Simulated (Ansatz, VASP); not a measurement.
Given: the input of a run of VASP 6.6.1 on BiS.

The input INCAR:

```
PREC     = Accurate       # precision mode
ENCUT    = 520            # plane-wave cutoff, eV
EDIFF    = 1E-6           # SCF threshold, eV
ISMEAR   = -1             # smearing method
SIGMA    = 0.05           # smearing width, eV
LREAL    = False          # projectors in reciprocal space
LASPH    = True           # aspherical terms in the spheres
NELM     = 60             # most SCF steps
ALGO     = Normal         # electronic algorithm
ISIF     = 2              # what is computed and relaxed
LWAVE    = False          # write WAVECAR
LCHARG   = False          # write CHGCAR
GGA      = PE             # functional
NBANDS   = 18             # bands
```

KPOINTS

```
Automatic mesh
0
Gamma
  7 7 7
```

POSCAR

```
BiS
1.0
    3.9760781323      0.0000000000      0.0000000000
    0.0000000000      3.9760781323      0.0000000000
    0.0000000000      0.0000000000      3.9760781323
Bi S
1 1
Direct
    0.5000000000      0.5000000000      0.5000000000
    0.0000000000      0.0000000000      0.0000000000
```

Potentials or basis: VASP PAW PBE potentials, release 64 (Bi_d, S).

Command:

```bash
$ cat potpaw_PBE.64/Bi_d/POTCAR potpaw_PBE.64/S/POTCAR > POTCAR
$ mpirun -np 1 vasp_std > vasp.out
```

Problem. Set up the same calculation for Ansatz 0.2.0. Potentials there: all-electron LAPW, scalar-relativistic.

Solution. As run (the cutoff follows the program's own potentials):

Contents of input.yaml:

```yaml
crystal:
  lattice:
    - [3.9760781323, 0.0, 0.0]
    - [0.0, 3.9760781323, 0.0]
    - [0.0, 0.0, 3.9760781323]
  atoms:
    - { symbol: Bi, position: [0.5, 0.5, 0.5] }
    - { symbol: S, position: [0.0, 0.0, 0.0] }
kpoints:
  mp_grid: { grid: [7, 7, 7] }
scf:
  occupations: { method: fermi_dirac, width: 0.05 }
hamiltonian:
  xc: pbe
  pseudopotentials: { kind: all_electron, lapw: { basis_error: 0.0005 } }
output:
  forces: true
  stress: true
  eigenvalues: true
```

Potentials or basis: all-electron LAPW, scalar-relativistic.

Launch:

```console
$ ansatz run input.yaml --threads 1 --pin off --max-ram 3072MiB --backend cpu --events-out ev --progress --plain --runs-dir out
```

Both were run:

|  | VASP | Ansatz | Ansatz less VASP |
| --- | --- | --- | --- |
| gap on the k mesh at the Fermi level (eV) | none | none | - |
| pressure (GPa) | -10.8 | -10.7 | +0.06 |

A gap of «none» marks a metal or a gap that the smearing closes. Ansatz ran all-electron here, and VASP with PAW potentials.

Spin-orbit coupling is off throughout.
